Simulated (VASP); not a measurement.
A run of VASP 6.6.1:

Contents of INCAR:

```
PREC = Accurate
ENCUT = 520
EDIFF = 1E-7
ISMEAR = 0
SIGMA = 0.1
LREAL = F
LASPH = T
NELM = 100
ALGO = Normal
ISIF = 2
LWAVE = F
LCHARG = T
GGA = PE
LELF = T
LVHAR = T
NBANDS = 31
```

The input KPOINTS:

```
regular mesh
0
Gamma
  6 6 2
```

File POSCAR:

```
HfGa2As2
1.0
    4.3045820500      0.0000000000      0.0000000000
   -2.1522910300      3.7278774100      0.0000000000
    0.0000000000      0.0000000000      8.0597868700
Hf Ga As
1 2 2
Direct
    0.6666666700      0.3333333300      0.0000000000
    0.6666666700      0.3333333300      0.5000000000
    0.0000000000      0.0000000000      0.0000000000
    0.3333333300      0.6666666700      0.7122960100
    0.3333333300      0.6666666700      0.2877039900
```

Potentials or basis: VASP PAW PBE potentials, release 64 (Hf_pv, Ga_d, As).

Launch:

```bash
$ cat potpaw_PBE.64/Hf_pv/POTCAR potpaw_PBE.64/Ga_d/POTCAR potpaw_PBE.64/As/POTCAR > POTCAR
$ mpirun -np 1 vasp_std > vasp.out
```

Hardware: 1 thread of AMD EPYC 9R45 96-Core Processor (Zen 5), with other jobs on the host.

Q: How long does it take, and how much memory?

A: It took 45 s on 1 thread of AMD EPYC 9R45 96-Core Processor (Zen 5) (shared host), peak memory 0.23 GiB. Counts: scf iterations 16, k points 14.
